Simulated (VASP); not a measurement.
# Ga (Cmcm) in VASP: notebook

The runs below take Ga through electric field gradients, with LDA.

All numbers are computed with VASP 6.6.1; they aren't measurements. Logs are shortened: lines on timing, memory, paths and dates and some standing lists are left out, and cuts for length are marked.

## 1. The cell of the first run

It takes space group Cmcm (No. 63, orthorhombic). The conventional cell has a = 2.900 Å, b = 8.130 Å, c = 3.233 Å, α = 90.00°, β = 90.00°, γ = 90.00°. Within 3.6 Å of Ga (site symmetry m2m) lie 10 Ga at 2.70 to 3.23 Å.

## 2. Electric field gradients, LDA (zz strain of +2 %)

Contents of INCAR:

```
PREC = Accurate
ENCUT = 520
EDIFF = 1E-8
ISMEAR = -1
SIGMA = 0.08
LREAL = False
LASPH = True
NELM = 80
ALGO = Normal
ISIF = 2
LWAVE = False
LCHARG = False
GGA = CA
LEFG = True
NBANDS = 20
```

Contents of KPOINTS:

```
regular mesh
0
Gamma
  12 12 10
```

Contents of POSCAR:

```
Ga
1.0
    1.4500000000     -4.0650000000      0.0000000000
    1.4500000000      4.0650000000      0.0000000000
    0.0000000000      0.0000000000      3.2334000000
Ga
2
Direct
    0.8670000000      0.1330000000      0.2500000000
    0.1330000000      0.8670000000      0.7500000000
```

Potentials or basis: VASP PAW LDA potentials, release 64 (Ga_d).

Launch:

```console
$ cat potpaw_LDA.64/Ga_d/POTCAR > POTCAR
$ mpirun -np 1 vasp_std > vasp.out
```

OUTCAR:

```text
PREC = Accurate
   ENCUT = 520
   EDIFF = 1E-8
   ISMEAR = -1
   LREAL = False
   LASPH = True
   NELM = 80
   ISIF = 2
   GGA = CA

 ion  position               nearest neighbor table
   1  0.867  0.133  0.250-   2 2.70   2 2.70   2 2.89   2 2.89   2 2.89   2 2.89
   2  0.133  0.867  0.750-   1 2.70   1 2.70   1 2.89   1 2.89   1 2.89   1 2.89

  LATTYP: Found a base centered orthorhombic cell.
 ALAT       =     2.9000000000
 B/A-ratio  =     2.8034482759
 C/A-ratio  =     1.1149655172

  Lattice vectors:

 A1 = (   1.4500000000,  -4.0650000000,   0.0000000000)
 A2 = (   1.4500000000,   4.0650000000,   0.0000000000)
 A3 = (   0.0000000000,   0.0000000000,   3.2334000000)

Analysis of symmetry for initial positions (statically):
=====================================================================
 Subroutine PRICEL returns:
 Original cell was already a primitive cell.

 Routine SETGRP: Setting up the symmetry group for a
 base centered orthorhombic supercell.

 Subroutine GETGRP returns: Found  8 space group operations
 (whereof  4 operations were pure point group operations)
 out of a pool of  8 trial point group operations.

The static configuration has the point symmetry C_2h.
 The point group associated with its full space group is D_2h.

Analysis of symmetry for dynamics (positions and initial velocities):
=====================================================================
 Subroutine PRICEL returns:
 Original cell was already a primitive cell.

 Routine SETGRP: Setting up the symmetry group for a
 base centered orthorhombic supercell.

 Subroutine GETGRP returns: Found  8 space group operations
 (whereof  4 operations were pure point group operations)
 out of a pool of  8 trial point group operations.

The dynamic configuration has the point symmetry C_2h.
 The point group associated with its full space group is D_2h.

 Subroutine INISYM returns: Found  8 space group operations
 (whereof  4 operations are pure point group operations),
 and found     1 'primitive' translations

----------------------------------------------------------------------------------------

                                     Primitive cell

  volume of cell :      38.1169

[... 122 lines left out ...]
 maximum number of plane-waves:      1044
   NGX = 17   NGY = 17   NGZ = 13

 number of electron      26.0000029 magnetization

 Free energy of the ion-electron system (eV)
  ---------------------------------------------------
  ext. energy  EPLUGINS =         0.00000000
  ---------------------------------------------------
  free energy    TOTEN  =        -7.09482174 eV

  energy without entropy =       -7.07591996  energy(sigma->0) =       -7.08537085

 E-fermi :   5.1986     XC(G=0): -11.2306

 val. band max:        5.1874209843   @ k =  -0.4167   0.2500   0.2000
 cond. band min:       5.2053762991   @ k =   0.3333   0.2500   0.4000
 fundamental gap:      0.0179553148
 Fermi energy:         5.1985626728

 k-point     1 :       0.0000    0.0000    0.0000
  band No.  band energies     occupation
      1     -10.0345      2.00000
      2     -10.0265      2.00000
      3      -9.9559      2.00000
      4      -9.9414      2.00000
      5      -9.7514      2.00000
      6      -9.7417      2.00000
[... 541 lines left out ...]
     19      15.4437      0.00000
     20      17.8567      0.00000

 [... further k-points ...]

------------------------ aborting loop because EDIFF is reached ----------------------------------------

  FORCE on cell =-STRESS in cart. coord.  units (eV):
  Direction    XX          YY          ZZ          XY          YZ          ZX
  --------------------------------------------------------------------------------------
  -------------------------------------------------------------------------------------
  Total       -1.5347205     -0.9570488     -0.8338977      0.0000000      0.0000000      0.0000000
  in kB      -64.5092373    -40.2278387    -35.0513985      0.0000000      0.0000000      0.0000000
  external PRESSURE =     -46.5961582 kB  Pullay stress =       0.0000000 kB

 VOLUME and BASIS-vectors are now :
 -----------------------------------------------------------------------------
  energy-cutoff  :      520.00
  volume of cell :       38.12
      direct lattice vectors                 reciprocal lattice vectors
     1.450000000 -4.065000000  0.000000000     0.344827586 -0.123001230  0.000000000
     1.450000000  4.065000000  0.000000000     0.344827586  0.123001230  0.000000000
     0.000000000  0.000000000  3.233400000     0.000000000  0.000000000  0.309271974

 POSITION                                       TOTAL-FORCE (eV/Angst)
 -----------------------------------------------------------------------------------
      1.45000     -2.98371      0.80835         0.000000      0.163950      0.000000
      1.45000      2.98371      2.42505         0.000000     -0.163950      0.000000
 -----------------------------------------------------------------------------------
    total drift:                                0.000000      0.000000     -0.000000

  FREE ENERGIE OF THE ION-ELECTRON SYSTEM (eV)
  ---------------------------------------------------
  free  energy   TOTEN  =        -7.0948217427 eV

  energy  without entropy=       -7.0759199553  energy(sigma->0) =       -7.08537085

 Electric field gradients (V/A^2)
---------------------------------------------------------------------
 ion       V_xx      V_yy      V_zz      V_xy      V_xz      V_yz
---------------------------------------------------------------------
   1       9.248   -26.236    16.987    -0.000     0.000    -0.000
   2       9.248   -26.236    16.987    -0.000     0.000     0.000
---------------------------------------------------------------------

 Electric field gradients after diagonalization (V/A^2)
 (convention: |V_zz| > |V_xx| > |V_yy|)
----------------------------------------------------------------------
 ion       V_xx      V_yy      V_zz     asymmetry (V_yy - V_xx)/ V_zz
----------------------------------------------------------------------
   1      16.987     9.248   -26.236       0.295
   2      16.987     9.248   -26.236       0.295
----------------------------------------------------------------------

           NMR quadrupolar parameters

 Cq : quadrupolar parameter    Cq=e*Q*V_zz/h
 eta: asymmetry parameters     (V_yy - V_xx)/ V_zz
 Q  : nuclear electric quadrupole moment in mb (millibarn)
----------------------------------------------------------------------
 ion       Cq(MHz)       eta       Q (mb)
----------------------------------------------------------------------
   1      -0.063       0.295       1.000
   2      -0.063       0.295       1.000
----------------------------------------------------------------------
```

OSZICAR:

```text
N       E                     dE             d eps       ncg     rms          rms(c)
DAV:   1     0.131798230446E+03    0.13180E+03   -0.13310E+04 10780   0.244E+03
DAV:   2     0.462944264073E+01   -0.12717E+03   -0.12410E+03 10664   0.385E+02
DAV:   3    -0.698386405671E+01   -0.11613E+02   -0.11551E+02 11612   0.955E+01
DAV:   4    -0.716503364100E+01   -0.18117E+00   -0.18106E+00 11692   0.131E+01
DAV:   5    -0.716805765570E+01   -0.30240E-02   -0.30239E-02 11732   0.168E+00    0.136E+00
DAV:   6    -0.710983647511E+01    0.58221E-01   -0.99861E-02 14104   0.508E+00    0.677E-01
DAV:   7    -0.709630728322E+01    0.13529E-01   -0.17237E-02 14740   0.169E+00    0.188E-01
DAV:   8    -0.709481541062E+01    0.14919E-02   -0.23332E-03 11496   0.665E-01    0.165E-02
DAV:   9    -0.709482223809E+01   -0.68275E-05   -0.82035E-05 11972   0.952E-02    0.587E-03
DAV:  10    -0.709482176108E+01    0.47701E-06   -0.57407E-06 11972   0.298E-02    0.129E-03
DAV:  11    -0.709482174703E+01    0.14043E-07   -0.41513E-07 11996   0.761E-03    0.453E-04
DAV:  12    -0.709482174274E+01    0.42910E-08   -0.48897E-08 11700   0.279E-03
   1 F= -.70948217E+01 E0= -.70853708E+01  d E =-.189018E-01
```

Run time: 2 min. Hardware: 1 thread of Intel Xeon Platinum 8259CL at 2.50GHz (Skylake/Cascade Lake), shared host; peak memory 0.26 GiB.

Results:

- Free energy: -7.0948 eV
- Pressure: -4.7 GPa
- Largest force: 0.164 eV/Å
- Band gap on the k mesh: zero (bands 13 and 14 overlap by 8.84 eV)
- Largest electric field gradient by atom: Ga -26.2 V/Å²

Forces in eV/Å, atoms in the order of the input:
```
Ga   0.000  0.164  0.000
Ga   0.000 -0.164  0.000
```

Stress tensor (GPa, compression positive):
```
-6.45  0.00  0.00
 0.00 -4.02  0.00
 0.00  0.00 -3.51
```

Levels at points of the mesh, in eV from the Fermi level:
```
           k point  band 9  band 10  band 11  band 12  band 13  band 14  band 15  band 16  band 17  band 18
(0.00, 0.00, 0.00)  -14.89   -14.74   -11.08    -2.09    -1.61     2.48     6.28     7.90     8.81    10.41
(0.50, 0.00, 0.00)  -14.80   -14.80    -6.58    -5.26    -1.60    -0.36     6.27     6.36     8.86     8.86
(0.50, 0.50, 0.00)  -14.85   -14.81    -9.06    -8.44     4.71     5.43     5.89     6.60     6.78     9.59
(0.00, 0.00, 0.50)  -14.82   -14.82    -7.43    -7.43     1.86     1.86     2.50     2.50    10.19    10.19
(0.50, 0.00, 0.50)  -14.79   -14.79    -3.10    -3.10    -1.62    -1.62     1.86     1.86     4.28     4.28
(0.50, 0.50, 0.50)  -14.88   -14.88    -5.69    -5.69    -4.13    -4.13     9.48     9.48    11.32    11.32
```

Electric field gradients, principal values (V/Å²):
| atom | least | middle | greatest (by size) |
| --- | --- | --- | --- |
| 1 Ga | 9.248 | 16.987 | -26.236 |
| 2 Ga | 9.248 | 16.987 | -26.236 |

Caveat: the cell differs from its parent crystal (zz strain of +2 %); the cell stands under tension; without QUAD_EFG the Cq values of the log hold for a quadrupole moment of 1 mb, not for the nuclei.

## 3. Electric field gradients, LDA (zz strain of +3 %)

Contents of INCAR:

```
SYSTEM = Ga
PREC     = Accurate       ! precision mode
ENCUT    = 520            ! plane-wave cutoff, eV
EDIFF    = 1E-8           ! SCF threshold, eV
ISMEAR   = -1             ! smearing method
SIGMA    = 0.08           ! smearing width, eV
LREAL    = .FALSE.        ! projectors in reciprocal space
LASPH    = .TRUE.         ! aspherical terms in the spheres
NELM     = 80             ! most SCF steps
ALGO     = Normal         ! electronic algorithm
ISIF     = 2              ! what is computed and relaxed
LWAVE    = .FALSE.        ! write WAVECAR
LCHARG   = .FALSE.        ! write CHGCAR
LEFG     = .TRUE.       
NBANDS   = 20             ! bands
```

Contents of KPOINTS:

```
Automatic mesh
0
G
  12 12 10
  0 0 0
```

Edit POSCAR of step 2 so:

```diff
@@ -4,3 +4,3 @@
     1.4500000000      4.0650000000      0.0000000000
-    0.0000000000      0.0000000000      3.2334000000
+    0.0000000000      0.0000000000      3.2651000000
 Ga
```

Potentials or basis: VASP PAW LDA potentials, release 64 (Ga_d).

Launch:

```console
$ cat potpaw_LDA.64/Ga_d/POTCAR > POTCAR
$ mpirun -np 1 vasp_std > vasp.out
```

OUTCAR:

```text
SYSTEM = Ga
   PREC = Accurate
   ENCUT = 520
   EDIFF = 1E-8
   ISMEAR = -1
   LREAL = .FALSE.
   LASPH = .TRUE.
   NELM = 80
   ISIF = 2

 ion  position               nearest neighbor table
   1  0.867  0.133  0.250-   2 2.71   2 2.71   2 2.90   2 2.90   2 2.90   2 2.90
   2  0.133  0.867  0.750-   1 2.71   1 2.71   1 2.90   1 2.90   1 2.90   1 2.90

  LATTYP: Found a base centered orthorhombic cell.
 ALAT       =     2.9000000000
 B/A-ratio  =     2.8034482759
 C/A-ratio  =     1.1258965517

  Lattice vectors:

 A1 = (   1.4500000000,  -4.0650000000,   0.0000000000)
 A2 = (   1.4500000000,   4.0650000000,   0.0000000000)
 A3 = (   0.0000000000,   0.0000000000,   3.2651000000)

Analysis of symmetry for initial positions (statically):
=====================================================================
 Subroutine PRICEL returns:
 Original cell was already a primitive cell.

 Routine SETGRP: Setting up the symmetry group for a
 base centered orthorhombic supercell.

 Subroutine GETGRP returns: Found  8 space group operations
 (whereof  4 operations were pure point group operations)
 out of a pool of  8 trial point group operations.

The static configuration has the point symmetry C_2h.
 The point group associated with its full space group is D_2h.

Analysis of symmetry for dynamics (positions and initial velocities):
=====================================================================
 Subroutine PRICEL returns:
 Original cell was already a primitive cell.

 Routine SETGRP: Setting up the symmetry group for a
 base centered orthorhombic supercell.

 Subroutine GETGRP returns: Found  8 space group operations
 (whereof  4 operations were pure point group operations)
[... 159 lines left out ...]
      1     -10.1097      2.00000
      2     -10.1079      2.00000
      3     -10.0376      2.00000
      4     -10.0235      2.00000
      5      -9.8333      2.00000
      6      -9.8260      2.00000
[... 541 lines left out ...]
     19      15.1518      0.00000
     20      17.7526      0.00000

 [... further k-points ...]

------------------------ aborting loop because EDIFF is reached ----------------------------------------

  FORCE on cell =-STRESS in cart. coord.  units (eV):
  Direction    XX          YY          ZZ          XY          YZ          ZX
  --------------------------------------------------------------------------------------
  -------------------------------------------------------------------------------------
  Total       -1.6204942     -1.0767383     -0.9461537      0.0000000      0.0000000      0.0000000
  in kB      -67.4532739    -44.8193665    -39.3837652      0.0000000      0.0000000      0.0000000
  external PRESSURE =     -50.5521352 kB  Pullay stress =       0.0000000 kB

 VOLUME and BASIS-vectors are now :
 -----------------------------------------------------------------------------
  energy-cutoff  :      520.00
  volume of cell :       38.49
      direct lattice vectors                 reciprocal lattice vectors
     1.450000000 -4.065000000  0.000000000     0.344827586 -0.123001230  0.000000000
     1.450000000  4.065000000  0.000000000     0.344827586  0.123001230  0.000000000
     0.000000000  0.000000000  3.265100000     0.000000000  0.000000000  0.306269333

 POSITION                                       TOTAL-FORCE (eV/Angst)
 -----------------------------------------------------------------------------------
      1.45000     -2.98371      0.81627         0.000000      0.153235      0.000000
      1.45000      2.98371      2.44882         0.000000     -0.153235     -0.000000
 -----------------------------------------------------------------------------------
    total drift:                                0.000000      0.000000     -0.000000

  FREE ENERGIE OF THE ION-ELECTRON SYSTEM (eV)
  ---------------------------------------------------
  free  energy   TOTEN  =        -7.0861957722 eV

  energy  without entropy=       -7.0668774443  energy(sigma->0) =       -7.07653661

 Electric field gradients (V/A^2)
---------------------------------------------------------------------
 ion       V_xx      V_yy      V_zz      V_xy      V_xz      V_yz
---------------------------------------------------------------------
   1       8.598   -25.404    16.806    -0.000     0.000    -0.000
   2       8.598   -25.404    16.806     0.000     0.000     0.000
---------------------------------------------------------------------

 Electric field gradients after diagonalization (V/A^2)
 (convention: |V_zz| > |V_xx| > |V_yy|)
----------------------------------------------------------------------
 ion       V_xx      V_yy      V_zz     asymmetry (V_yy - V_xx)/ V_zz
----------------------------------------------------------------------
   1      16.806     8.598   -25.404       0.323
   2      16.806     8.598   -25.404       0.323
----------------------------------------------------------------------

           NMR quadrupolar parameters

 Cq : quadrupolar parameter    Cq=e*Q*V_zz/h
 eta: asymmetry parameters     (V_yy - V_xx)/ V_zz
 Q  : nuclear electric quadrupole moment in mb (millibarn)
----------------------------------------------------------------------
 ion       Cq(MHz)       eta       Q (mb)
----------------------------------------------------------------------
   1      -0.061       0.323       1.000
   2      -0.061       0.323       1.000
----------------------------------------------------------------------
```

Wall time 2.7 min (1 thread of Intel Xeon 8259CL, shared host); peak memory 0.27 GiB.

What came out:

- Free energy: -7.0862 eV
- Pressure: -5.1 GPa
- Largest force: 0.153 eV/Å
- Band gap on the k mesh: zero (bands 13 and 14 overlap by 8.63 eV)
- Largest electric field gradient by atom: Ga -25.4 V/Å²

Forces on the atoms (eV/Å):
```
Ga   0.000  0.153  0.000
Ga   0.000 -0.153  0.000
```

Stress tensor (GPa, compression positive):
```
-6.75  0.00  0.00
 0.00 -4.48  0.00
 0.00  0.00 -3.94
```

Electric field gradients, principal values (V/Å²):
| atom | least | middle | greatest (by size) |
| --- | --- | --- | --- |
| 1 Ga | 8.598 | 16.806 | -25.404 |
| 2 Ga | 8.598 | 16.806 | -25.404 |

Caveat: the cell differs from its parent crystal (zz strain of +3 %); the cell stands under tension; without QUAD_EFG the Cq values of the log hold for a quadrupole moment of 1 mb, not for the nuclei.
